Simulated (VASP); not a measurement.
Crystal: TaAg2F6.

```xyz
9
Lattice="0.0000 3.8836 3.8836 3.8836 0.0000 3.8836 3.8836 3.8836 0.0000" Properties=species:S:1:pos:R:3 pbc="T T T"
Ta    0.0000    0.0000    0.0000
Ag    1.9418    1.9418    1.9418
Ag    5.8255    5.8255    5.8255
F     1.9418    3.8836    3.8836
F     5.8255    3.8836    3.8836
F     3.8836    1.9418    3.8836
F     3.8836    5.8255    3.8836
F     3.8836    3.8836    1.9418
F     3.8836    3.8836    5.8255
```

This cell differs from its parent crystal: atoms taken out.

```yaml
Program: VASP 6.6.1
Task: relaxation of cell and atoms
Functional: PBE
Potentials_or_basis: VASP PAW PBE potentials, release 64 (Ta_sv_GW, Ag_sv_GW, F)
Cutoff: 700 eV
k_mesh: 4 × 4 × 4
Occupations: gaussian, width 0.1 eV
Spin: no spin polarisation
```

At the start: pressure 9.1 GPa; volume 13.02 Å³/atom.

Where does the relaxation end?

Over 7 steps the energy falls by 101.2 meV/atom and the volume is 17.55 Å³/atom (+34.8 %); space group Fm-3m (No. 225, to 0.1 Å) before and after.

Step by step:
```tsv
step	energy change (eV)	largest force (eV/Å)	pressure (GPa)	volume (Å³)
1	0.0000	0.1381	9.08	117.15
2	-0.2463	1.3895	-2.65	130.11
3	-0.2649	1.1481	-0.53	127.13
4	-0.5807	0.7275	0.20	133.36
5	-0.8134	0.0823	2.43	142.21
6	-0.8266	0.5612	3.82	146.15
7	-0.9104	0.0282	0.20	157.92
```

Final structure:
```
Ta Ag F
1.0
     0.00000    4.29015    4.29015
     4.29015    0.00000    4.29015
     4.29015    4.29015    0.00000
Ta Ag F
1 2 6
Direct
  0.00000 0.00000 0.00000
  0.25000 0.25000 0.25000
  0.75000 0.75000 0.75000
  0.77502 0.22498 0.22498
  0.22498 0.77502 0.77502
  0.22498 0.77502 0.22498
  0.77502 0.22498 0.77502
  0.22498 0.22498 0.77502
  0.77502 0.77502 0.22498
```

Caveat: the cell differs from its parent crystal (atoms taken out); the volume moved by over 15 % at a fixed basis, so the end points are rough; an odd number of electrons without spin polarisation forces a metal; a magnetic or distorted state may lie lower.
